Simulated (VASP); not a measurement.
# Al2Pt (Fm-3m) in VASP: a series of runs

The runs below take Al2Pt through single point, with r2SCAN.

All numbers are computed with VASP 6.6.1; they aren't measurements. Logs are shortened: lines on timing, memory, paths and dates and some standing lists are left out, and cuts for length are marked.

## (1) The cell of the first run

The structure is cubic, space group Fm-3m (No. 225). The conventional cell has a = 5.830 Å, b = 5.830 Å, c = 5.830 Å, α = 90.00°, β = 90.00°, γ = 90.00°. Pt (site symmetry m-3m) has 8 Al at 2.52 Å within 3.3 Å. Al (site symmetry -43m) has 4 Pt at 2.52 Å and 6 Al at 2.92 Å within 3.3 Å.

## (2) Single point, r2SCAN

The input, POSCAR:

```
Al2Pt
1.0
    0.0000000000      2.9150626719      2.9150626719
    2.9150626719      0.0000000000      2.9150626719
    2.9150626719      2.9150626719      0.0000000000
Pt Al
1 2
Direct
    0.0000000000      0.0000000000      0.0000000000
    0.7500000000      0.7500000000      0.7500000000
    0.2500000000      0.2500000000      0.2500000000
```

The input, INCAR.step1:

```
SYSTEM = Al2Pt
PREC = Accurate ; ENCUT = 520
ISMEAR = -1 ; SIGMA = 0.05
LREAL = .False. ; LASPH = .True.
NELM = 80 ; NBANDS = 15
GGA = PE ; ALGO = Normal
EDIFF = 1E-4 ; LWAVE = .True.
LCHARG = .False.
```

The input, INCAR.step2:

```
SYSTEM = Al2Pt
PREC = Accurate ; ENCUT = 520
EDIFF = 1E-7 ; ISMEAR = -1
SIGMA = 0.05 ; LREAL = .False.
LASPH = .True. ; NELM = 80
ALGO = Normal ; ISIF = 2
LWAVE = .False. ; LCHARG = .False.
METAGGA = R2SCAN ; LMIXTAU = .True.
NBANDS = 15 ; ISTART = 1
```

The input, KPOINTS:

```
regular mesh
0
Gamma
  8 8 8
  0 0 0
```

Potentials or basis: VASP PAW PBE potentials, release 64 (Pt, Al).

The run is started by

```
cat potpaw_PBE.64/Pt/POTCAR potpaw_PBE.64/Al/POTCAR > POTCAR
cp INCAR.step1 INCAR
mpirun -np 1 vasp_std > vasp.out
cp INCAR.step2 INCAR
mpirun -np 1 vasp_std > vasp.out
```

OUTCAR:

```text
SYSTEM = Al2Pt
   PREC = Accurate
   ENCUT = 520
   EDIFF = 1E-7
   ISMEAR = -1
   LREAL = .False.
   LASPH = .True.
   NELM = 80
   ISIF = 2
   METAGGA = R2SCAN
   ISTART = 1

 ion  position               nearest neighbor table
   1  0.000  0.000  0.000-   2 2.52   3 2.52   2 2.52   2 2.52   2 2.52   3 2.52   3 2.52   3 2.52

   2  0.750  0.750  0.750-   1 2.52   1 2.52   1 2.52   1 2.52   3 2.92   3 2.92   3 2.92   3 2.92
                             3 2.92   3 2.92
   3  0.250  0.250  0.250-   1 2.52   1 2.52   1 2.52   1 2.52   2 2.92   2 2.92   2 2.92   2 2.92
                             2 2.92   2 2.92

  LATTYP: Found a face centered cubic cell.
 ALAT       =     5.8301253438

  Lattice vectors:

 A1 = (   0.0000000000,   2.9150626719,   2.9150626719)
 A2 = (   2.9150626719,   0.0000000000,   2.9150626719)
 A3 = (   2.9150626719,   2.9150626719,   0.0000000000)

Analysis of symmetry for initial positions (statically):
=====================================================================
 Subroutine PRICEL returns:
 Original cell was already a primitive cell.

 Routine SETGRP: Setting up the symmetry group for a
 face centered cubic supercell.

 Subroutine GETGRP returns: Found 48 space group operations
 (whereof 48 operations were pure point group operations)
 out of a pool of 48 trial point group operations.

The static configuration has the point symmetry O_h .

Analysis of symmetry for dynamics (positions and initial velocities):
=====================================================================
 Subroutine PRICEL returns:
 Original cell was already a primitive cell.

 Routine SETGRP: Setting up the symmetry group for a
 face centered cubic supercell.

 Subroutine GETGRP returns: Found 48 space group operations
 (whereof 48 operations were pure point group operations)
 out of a pool of 48 trial point group operations.

The dynamic configuration has the point symmetry O_h .

 Subroutine INISYM returns: Found 48 space group operations
 (whereof 48 operations are pure point group operations),
 and found     1 'primitive' translations

----------------------------------------------------------------------------------------

                                     Primitive cell

  volume of cell :      49.5420

  direct lattice vectors                    reciprocal lattice vectors
     0.000000000  2.915062672  2.915062672    -0.171522899  0.171522899  0.171522899
     2.915062672  0.000000000  2.915062672     0.171522899 -0.171522899  0.171522899
[... 93 lines left out ...]
   ISIF   =      2    stress and relaxation
   ISYM   =      2    0-nonsym 1-usesym 2-fastsym
   POTIM  = 0.5000    time-step for ionic-motion
   TEBEG  =    0.0;   TEEND  =   0.0 temperature during run
   PSTRESS=    0.0 pullay stress
   NELECT =      16.0000    total number of electrons
   NUPDOWN=      -1.0000    fix difference up-down
   EMIN   =  10.00;   EMAX   =-10.00  energy-range for DOS
   EFERMI =   0.00;   METHOD = LEGACY
   ISMEAR =    -1;   SIGMA  =   0.05  broadening in eV -4-tet -1-fermi 0-gaus
   EFERMI_NEDOS =   21; number of points for ismear=-14 and -15
   IALGO  =     38    algorithm
   IMIX   =      4    mixing-type and parameters
     AMIX     =   0.40;   BMIX     =  1.00
     AMIX_MAG =   1.60;   BMIX_MAG =  1.00
  volume/ion in A,a.u.               =      16.51       111.44
  Fermi-wavevector in a.u.,A,eV,Ry     =   1.123200  2.122539 17.164801  1.261577
  Thomas-Fermi vector in A             =   2.259864
   LORBIT       =      0    0 simple, 1 ext, 2 COOP (PROOUT), +10 PAW based schemes
   METAGGA = R2SCAN    functional components
   LHFCALC =     F    Hartree Fock is set to
   AEXX    =    0.0000 exact exchange contribution
   IVDW    =     0    specifies the selected vdW correction
   LEPSILON=     F    determine dielectric tensor
   LRPA    =     F    only Hartree local field effects (RPA)
 non-spin polarized calculation
  energy-cutoff  :      520.00
  volume of cell :       49.54
 maximum number of plane-waves:      1363
   NGX = 15   NGY = 15   NGZ = 15

 number of electron      16.0000000 magnetization

 Free energy of the ion-electron system (eV)
  ---------------------------------------------------
  ext. energy  EPLUGINS =         0.00000000
  ---------------------------------------------------
  free energy    TOTEN  =       -67.86622583 eV

  energy without entropy =      -67.85430262  energy(sigma->0) =      -67.86026422

 E-fermi :   8.2695     XC(G=0): -11.6544

 val. band max:        8.2146385649   @ k =   0.3750   0.2500   0.0000
 cond. band min:       8.2967866632   @ k =  -0.3750   0.1250   0.0000
 fundamental gap:      0.0821480983
 Fermi energy:         8.2695071519

 k-point     1 :       0.0000    0.0000    0.0000
  band No.  band energies     occupation
      1      -2.7624      2.00000
      2       2.7346      2.00000
      3       2.7346      2.00000
      4       2.7346      2.00000
      5       4.1993      2.00000
      6       4.1993      2.00000
      7      12.2907      0.00000
      8      12.2907      0.00000
      9      12.2907      0.00000
     10      12.2963      0.00000
     11      14.3160      0.00000
     12      14.3160      0.00000
     13      14.3160      0.00000
     14      15.3460      0.00000
[... 401 lines left out ...]
      2       1.7910      2.00000
      3       2.9073      2.00000
      4       3.4530      2.00000
      5       3.7592      2.00000
      6       4.4540      2.00000
      7       4.7641      2.00000
      8       7.2684      2.00000
      9       8.4123      0.10885
     10      12.6889      0.00000
     11      14.1248      0.00000
     12      15.7870      0.00000
     13      16.2731      0.00000
     14      17.5013      0.00000
     15      18.3105      0.00000

 [... further k-points ...]
[... 5 lines left out ...]
  --------------------------------------------------------------------------------------
  -------------------------------------------------------------------------------------
  Total        1.7296470      1.7296470      1.7296470      0.0000000      0.0000000      0.0000000
  in kB       55.9363824     55.9363824     55.9363824      0.0000000      0.0000000      0.0000000
  external PRESSURE =      55.9363824 kB  Pullay stress =       0.0000000 kB

 VOLUME and BASIS-vectors are now :
 -----------------------------------------------------------------------------
  energy-cutoff  :      520.00
  volume of cell :       49.54
      direct lattice vectors                 reciprocal lattice vectors
     0.000000000  2.915062672  2.915062672    -0.171522899  0.171522899  0.171522899
     2.915062672  0.000000000  2.915062672     0.171522899 -0.171522899  0.171522899
     2.915062672  2.915062672  0.000000000     0.171522899  0.171522899 -0.171522899

 POSITION                                       TOTAL-FORCE (eV/Angst)
 -----------------------------------------------------------------------------------
      0.00000      0.00000      0.00000         0.000000      0.000000     -0.000000
      4.37259      4.37259      4.37259        -0.000000     -0.000000     -0.000000
      1.45753      1.45753      1.45753         0.000000      0.000000      0.000000
 -----------------------------------------------------------------------------------
    total drift:                                0.000000     -0.000000      0.000000

  FREE ENERGIE OF THE ION-ELECTRON SYSTEM (eV)
  ---------------------------------------------------
  free  energy   TOTEN  =       -67.8662258325 eV

  energy  without entropy=      -67.8543026162  energy(sigma->0) =      -67.86026422
```

OUTCAR.step1:

```text
SYSTEM = Al2Pt
   PREC = Accurate
   ENCUT = 520
   ISMEAR = -1
   LREAL = .False.
   LASPH = .True.
[... 658 lines left out ...]
      0.00000      0.00000      0.00000        -0.000000      0.000000     -0.000000
      4.37259      4.37259      4.37259         0.000000     -0.000000      0.000000
      1.45753      1.45753      1.45753        -0.000000     -0.000000      0.000000
 -----------------------------------------------------------------------------------
    total drift:                                0.000000     -0.000000      0.000000

  FREE ENERGIE OF THE ION-ELECTRON SYSTEM (eV)
  ---------------------------------------------------
  free  energy   TOTEN  =       -16.1692241065 eV

  energy  without entropy=      -16.1571491311  energy(sigma->0) =      -16.16318662
```

Wall time 58 s (1 thread of Intel Xeon Platinum 8259CL at 2.50GHz (Skylake/Cascade Lake), shared host); peak memory 0.19 GiB.

What came out:

| Property | Result |
| --- | --- |
| Free energy | -67.8662 eV |
| Pressure | 5.6 GPa |
| Band gap on the k mesh | zero (band 8 reaches 12.29 eV, above the bottom of band 9 at 6.50 eV) |

Caveat: the PAW data sets were made with another functional, which shifts forces and pressure a little; spin-orbit coupling is left out, which moves the levels of the heavy elements.

## (3) Single point, r2SCAN

This run uses another cell than the first one, of 16.86 Å³/atom, 1.021 times its volume.

The input, POSCAR:

```
Al2Pt
1.0
    0.0000000000      2.9351671877      2.9351671877
    2.9351671877      0.0000000000      2.9351671877
    2.9351671877      2.9351671877      0.0000000000
Pt Al
1 2
Direct
    0.0000000000      0.0000000000      0.0000000000
    0.7500000000      0.7500000000      0.7500000000
    0.2500000000      0.2500000000      0.2500000000
```

The input, INCAR.step1:

```
SYSTEM = Al2Pt
PREC = Accurate
ENCUT = 520
ISMEAR = -1
SIGMA = 0.05
LREAL = .False.
LASPH = .True.
NELM = 80
NBANDS = 15
GGA = PE
ALGO = Normal
EDIFF = 1E-4
LWAVE = .True.
LCHARG = .False.
```

The input, INCAR.step2:

```
SYSTEM = Al2Pt
PREC = Accurate
ENCUT = 520
EDIFF = 1E-6
ISMEAR = -1
SIGMA = 0.05
LREAL = .False.
LASPH = .True.
NELM = 80
ALGO = Normal
ISIF = 2
LWAVE = .False.
LCHARG = .False.
METAGGA = R2SCAN
LMIXTAU = .True.
NBANDS = 15
ISTART = 1
```

KPOINTS is that of step 2.

Potentials or basis: VASP PAW PBE potentials, release 64 (Pt, Al).

The run is started by

```
cat potpaw_PBE.64/Pt/POTCAR potpaw_PBE.64/Al/POTCAR > POTCAR
cp INCAR.step1 INCAR
mpirun -np 1 vasp_std > vasp.out
cp INCAR.step2 INCAR
mpirun -np 1 vasp_std > vasp.out
```

OUTCAR:

```text
SYSTEM = Al2Pt
   PREC = Accurate
   ENCUT = 520
   EDIFF = 1E-6
   ISMEAR = -1
   LREAL = .False.
   LASPH = .True.
   NELM = 80
   ISIF = 2
   METAGGA = R2SCAN
   ISTART = 1

 ion  position               nearest neighbor table
   1  0.000  0.000  0.000-   2 2.54   3 2.54   2 2.54   2 2.54   2 2.54   3 2.54   3 2.54   3 2.54

   2  0.750  0.750  0.750-   1 2.54   1 2.54   1 2.54   1 2.54   3 2.94   3 2.94   3 2.94   3 2.94
                             3 2.94   3 2.94
   3  0.250  0.250  0.250-   1 2.54   1 2.54   1 2.54   1 2.54   2 2.94   2 2.94   2 2.94   2 2.94
                             2 2.94   2 2.94

  LATTYP: Found a face centered cubic cell.
 ALAT       =     5.8703343754

  Lattice vectors:

 A1 = (   0.0000000000,   2.9351671877,   2.9351671877)
 A2 = (   2.9351671877,   0.0000000000,   2.9351671877)
 A3 = (   2.9351671877,   2.9351671877,   0.0000000000)

Analysis of symmetry for initial positions (statically):
=====================================================================
 Subroutine PRICEL returns:
 Original cell was already a primitive cell.

 Routine SETGRP: Setting up the symmetry group for a
 face centered cubic supercell.

[... 175 lines left out ...]
  band No.  band energies     occupation
      1      -2.8602      2.00000
      2       2.6005      2.00000
      3       2.6005      2.00000
      4       2.6005      2.00000
      5       4.0412      2.00000
      6       4.0412      2.00000
      7      11.8717      0.00000
      8      12.0227      0.00000
      9      12.0227      0.00000
     10      12.0227      0.00000
     11      13.9379      0.00000
     12      13.9379      0.00000
     13      13.9379      0.00000
     14      15.0143      0.00000
[... 401 lines left out ...]
      2       1.6334      2.00000
      3       2.7775      2.00000
      4       3.3049      2.00000
      5       3.5890      2.00000
      6       4.2825      2.00000
      7       4.5784      2.00000
      8       7.0205      2.00000
      9       8.1606      0.10047
     10      12.3802      0.00000
     11      13.7652      0.00000
     12      15.4501      0.00000
     13      15.9374      0.00000
     14      17.1396      0.00000
     15      17.8573      0.00000

 [... further k-points ...]
[... 5 lines left out ...]
  --------------------------------------------------------------------------------------
  -------------------------------------------------------------------------------------
  Total        0.7262224      0.7262224      0.7262224      0.0000000      0.0000000      0.0000000
  in kB       23.0065613     23.0065613     23.0065613      0.0000000      0.0000000      0.0000000
  external PRESSURE =      23.0065613 kB  Pullay stress =       0.0000000 kB

 VOLUME and BASIS-vectors are now :
 -----------------------------------------------------------------------------
  energy-cutoff  :      520.00
  volume of cell :       50.57
      direct lattice vectors                 reciprocal lattice vectors
     0.000000000  2.935167188  2.935167188    -0.170348048  0.170348048  0.170348048
     2.935167188  0.000000000  2.935167188     0.170348048 -0.170348048  0.170348048
     2.935167188  2.935167188  0.000000000     0.170348048  0.170348048 -0.170348048

 POSITION                                       TOTAL-FORCE (eV/Angst)
 -----------------------------------------------------------------------------------
      0.00000      0.00000      0.00000         0.000000      0.000000      0.000000
      4.40275      4.40275      4.40275        -0.000000     -0.000000     -0.000000
      1.46758      1.46758      1.46758         0.000000     -0.000000     -0.000000
 -----------------------------------------------------------------------------------
    total drift:                                0.000000     -0.000000      0.000000

  FREE ENERGIE OF THE ION-ELECTRON SYSTEM (eV)
  ---------------------------------------------------
  free  energy   TOTEN  =       -67.8914402955 eV

  energy  without entropy=      -67.8793322614  energy(sigma->0) =      -67.88538628
```

OUTCAR.step1:

```text
SYSTEM = Al2Pt
   PREC = Accurate
   ENCUT = 520
   ISMEAR = -1
   LREAL = .False.
   LASPH = .True.
[... 658 lines left out ...]
      0.00000      0.00000      0.00000         0.000000      0.000000     -0.000000
      4.40275      4.40275      4.40275        -0.000000     -0.000000     -0.000000
      1.46758      1.46758      1.46758         0.000000      0.000000      0.000000
 -----------------------------------------------------------------------------------
    total drift:                                0.000000     -0.000000      0.000000

  FREE ENERGIE OF THE ION-ELECTRON SYSTEM (eV)
  ---------------------------------------------------
  free  energy   TOTEN  =       -16.2139530727 eV

  energy  without entropy=      -16.2016501850  energy(sigma->0) =      -16.20780163
```

It took 55 s on 1 thread of Intel Xeon Platinum 8259CL at 2.50GHz (Skylake/Cascade Lake), shared host; peak memory 0.19 GiB.

Results:

```yaml
Free_energy: -67.8914 eV
Pressure: 2.3 GPa
Band_gap_on_the_k_mesh: zero (band 8 reaches 12.02 eV, above the bottom of band 9 at 6.28 eV)
```

Caveat: the PAW data sets were made with another functional, which shifts forces and pressure a little; spin-orbit coupling is left out, which moves the levels of the heavy elements.
